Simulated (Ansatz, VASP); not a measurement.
# IrO2 in VASP and in Ansatz

Contents of INCAR:

```
SYSTEM = IrO2
PREC = Accurate ; ENCUT = 700
EDIFF = 1E-6 ; ISMEAR = 0
SIGMA = 0.05 ; LREAL = .False.
LASPH = .True. ; NELM = 200
ALGO = Normal ; ISIF = 2
LWAVE = .False. ; LCHARG = .False.
ISPIN = 2 ; MAGMOM = 1.4 1.4 0 0 0 0
LORBIT = 11 ; LMAXMIX = 4
LDAU = .True. ; LDAUTYPE = 2
LDAUL = 2 -1 ; LDAUU = 3.2 0
LDAUJ = 0 0 ; LDAUPRINT = 1
GGA = PE ; NBANDS = 42
GGA_COMPAT = .False.
```

The input KPOINTS:

```
regular mesh
0
Gamma
  5 5 7
  0 0 0
```

The input POSCAR:

```
IrO2
1.0
    4.5051000000      0.0000000000      0.0000000000
    0.0000000000      4.5051000000      0.0000000000
    0.0000000000      0.0000000000      3.1586000000
Ir O
2 4
Direct
    0.0000000000      0.0000000000      0.0000000000
    0.5000000000      0.5000000000      0.5000000000
    0.3077000000      0.3077000000      0.0000000000
    0.1923000000      0.8077000000      0.5000000000
    0.6923000000      0.6923000000      0.0000000000
    0.8077000000      0.1923000000      0.5000000000
```

Input for Ansatz:

```yaml
crystal:
  lattice:
    - [4.5051, 0.0, 0.0]
    - [0.0, 4.5051, 0.0]
    - [0.0, 0.0, 3.1586]
  atoms:
    - { symbol: Ir, position: [0.0, 0.0, 0.0], spin: 1.4 }
    - { symbol: Ir, position: [0.5, 0.5, 0.5], spin: 1.4 }
    - { symbol: O, position: [0.3077, 0.3077, 0.0] }
    - { symbol: O, position: [0.1923, 0.8077, 0.5] }
    - { symbol: O, position: [0.6923, 0.6923, 0.0] }
    - { symbol: O, position: [0.8077, 0.1923, 0.5] }
magnetization:
  spin_polarized: true
hamiltonian:
  xc: pbe
  pseudopotentials: { kind: paw }
  hubbard: { sites: [{ species: Ir, l: d, u_eff: 3.2 }] }
basis:
  ecutwfc: 420
kpoints:
  mp_grid: { grid: [5, 5, 7] }
scf:
  occupations: { method: gaussian, width: 0.05 }
  lower_state_search: "off"
output:
  forces: true
  stress: true
```

Change from the starting cell: moments ++ scaled by 1.4, plain SCF.

Alike in both runs: task single point; functional PBE; k mesh 5 × 5 × 7; occupations gaussian, width 0.05 eV; collinear spin; Hubbard terms Ir d U = 3.2 eV.

|  | VASP | Ansatz |
| --- | --- | --- |
| version | VASP 6.6.1 | Ansatz 0.2.0 |
| potentials or method | VASP PAW PBE potentials, release 64 (Ir_sv_GW, O), cutoff 700 eV | PAW, plane waves, scalar-relativistic |
| valence electrons in the cell | 58 | 58 |

Ansatz gave:

- pressure (GPa): 6.5
- traceless stress, the component that is largest in VASP (GPa): 0.02
- rms of the force components (eV/Å): 0.018
- net moment per atom (μB): 0.10
- size of the moment on the site where the two differ most (μB): 0.12

Question: Which values does VASP return?

Answer: Pressure (GPa): 6.0; traceless stress, the component that is largest in VASP (GPa): 0.69; rms of the force components (eV/Å): 0.009; net moment per atom (μB): 0.13; size of the moment on the site where the two differ most (μB): 0.24.

Site moments also hang on the region over which each program counts them. The programs project onto different local orbitals, so the same U acts differently, and such runs can settle in different states. Atom by atom the forces differ by 0.026 eV/Å (rms over components). Ansatz's warnings: filled band counts differ across k points.

Spin-orbit coupling is off throughout.
